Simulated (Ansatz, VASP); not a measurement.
# Ru, level by level in two programs

```
CELL_PARAMETERS angstrom
2.74141 0.00000 0.00000
-1.37070 2.37413 0.00000
0.00000 0.00000 4.33825
ATOMIC_POSITIONS crystal
Ru 0.66667 0.33333 0.75000
Ru 0.33333 0.66667 0.25000
```

Single points on this cell with VASP 6.6.1 and Ansatz 0.2.0. Each row is one pair of runs. Alike in all rows: spin: off; smearing: fermi-dirac, width 0.05 eV.

| level | k mesh | VASP's potentials, cutoff | Ansatz's potentials, cutoff | gap on the k mesh at the Fermi level (eV), VASP | gap on the k mesh at the Fermi level (eV), Ansatz | pressure (GPa), VASP | pressure (GPa), Ansatz |
| --- | --- | --- | --- | --- | --- | --- | --- |
| r2SCAN | 11 × 11 × 6 | VASP PAW PBE potentials, release 64 (Ru_pv), 520 eV | Ansatz PAW, 500 eV | none | none | -12.5 | -13.7 |
| r2SCAN+rVV10 | 11 × 11 × 6 | VASP PAW PBE potentials, release 64 (Ru_pv), 520 eV | Ansatz PAW, 500 eV | none | none | -14.6 | -16.2 |
| HSE06 | 6 × 6 × 3 | VASP PAW PBE potentials, release 64 (Ru_pv), 520 eV | Ansatz PAW, 420 eV | none | none | -19.7 | -20.2 |
| r2SCAN+D3(BJ) | 11 × 11 × 6 | VASP PAW PBE potentials, release 64 (Ru_sv), 660 eV | Ansatz PAW, 500 eV | none | none | -16.8 | -16.9 |
| BHLYP | 6 × 6 × 3 | VASP PAW PBE potentials, release 64 (Ru_pv), 520 eV | Ansatz PAW, 420 eV | none | none | -19.1 | -19.8 |

Pressure (GPa): the two programs differ by at most 1.65.

VASP's potentials hold 28 valence electrons a cell and Ansatz's 32 in some rows, so a difference there can come from the potentials and not from the codes.

A gap of «none» marks a metal or a gap that the smearing closes.

The k mesh is coarse in some rows, so the values compare programs but aren't converged.
